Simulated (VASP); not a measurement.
The system is SrVO3.

```
CELL_PARAMETERS angstrom
3.84140 0.00000 0.00000
0.00000 3.84140 0.00000
0.00000 0.00000 3.84140
ATOMIC_POSITIONS crystal
V 0.00000 0.00000 0.00000
O 0.50000 0.00000 0.00000
O 0.00000 0.50000 0.00000
O 0.00000 0.00000 0.50000
Sr 0.50000 0.50000 0.50000
```

Base run:

```yaml
Program: VASP 6.6.1
Functional: r2SCAN
Potentials_or_basis: VASP PAW PBE potentials, release 64 (V_sv, O, Sr_sv)
Cutoff: 520 eV
k_mesh: 6 × 6 × 6
Occupations: fermi-dirac, width 0.1 eV
Spin: no spin polarisation
```

Its results: pressure -1.0 GPa.

The run is repeated on the same cell with these changes: spin from no spin polarisation to collinear spin, ferromagnetic start; further incar settings from ALGO = Normal; EDIFF = 1e-07; NBANDS = 28 to ALGO = Normal; EDIFF = 1e-06; NBANDS = 32. What comes out?

Pressure 0.7 GPa; net moment 0.94 μB per cell; site moments V +0.95; O -0.03; Sr +0.00 μB.

Caveats: the PAW data sets were made with another functional, which shifts forces and pressure a little; an odd number of electrons without spin polarisation forces a metal (at least some runs); a magnetic or distorted state may lie lower (at least some runs).
